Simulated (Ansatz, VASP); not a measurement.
P in VASP and in Ansatz

File INCAR:

```
  PREC = Accurate
  ENCUT = 520
  EDIFF = 1E-6
  ISMEAR = 0
  SIGMA = 0.15
  LREAL = F
  LASPH = T
  NELM = 80
  ALGO = Normal
  ISIF = 2
  LWAVE = F
  LCHARG = T
  LELF = T
  LVHAR = T
  NBANDS = 8
```

File KPOINTS:

```
Automatic mesh
0
Gamma
  12 12 12
```

File POSCAR:

```
P
1.0
    4.2729048574      0.0320467864      0.0000000000
    0.0320467864      4.2729048574      0.0000000000
    0.0000000000      0.0000000000      4.3780000000
P
1
Direct
    0.0000000000      0.0000000000      0.0000000000
```

Input for Ansatz:

```yaml
crystal:
  lattice:
    - [4.2729048574, 0.0320467864, 0.0]
    - [0.0320467864, 4.2729048574, 0.0]
    - [0.0, 0.0, 4.378]
  atoms:
    - { symbol: P, position: [0.0, 0.0, 0.0] }
basis:
  ecutwfc: 420
kpoints:
  mp_grid: { grid: [12, 12, 12] }
hamiltonian:
  xc: lda
scf:
  occupations: { method: gaussian, width: 0.15 }
output:
  forces: true
  stress: true
  eigenvalues: true
```

Change from the starting cell: strain +0.0150 x Voigt [0, 0, 0, 0, 0, 1], atoms carried along.

Alike in both runs: task single point; functional LDA; k mesh 12 × 12 × 12; occupations gaussian, width 0.15 eV; no spin polarisation.

|  | VASP | Ansatz |
| --- | --- | --- |
| version | VASP 6.6.1 | Ansatz 0.2.0 |
| potentials or method | VASP PAW LDA potentials, release 64 (P), cutoff 520 eV | scalar-relativistic, plane waves, PAW |
| valence electrons in the cell | 5 | 5 |

|  | VASP | Ansatz | Ansatz less VASP |
| --- | --- | --- | --- |
| gap on the k mesh at the Fermi level (eV) | none | none | - |
| pressure (GPa) | -4.1 | -4.1 | +0.01 |
| traceless stress, the component that is largest in VASP (GPa) | 0.28 | 0.28 | -0.001 |

LDA's correlation is that of Perdew and Zunger in VASP and of Perdew and Wang (1992) in Ansatz. A gap of «none» marks a metal or a gap that the smearing closes.
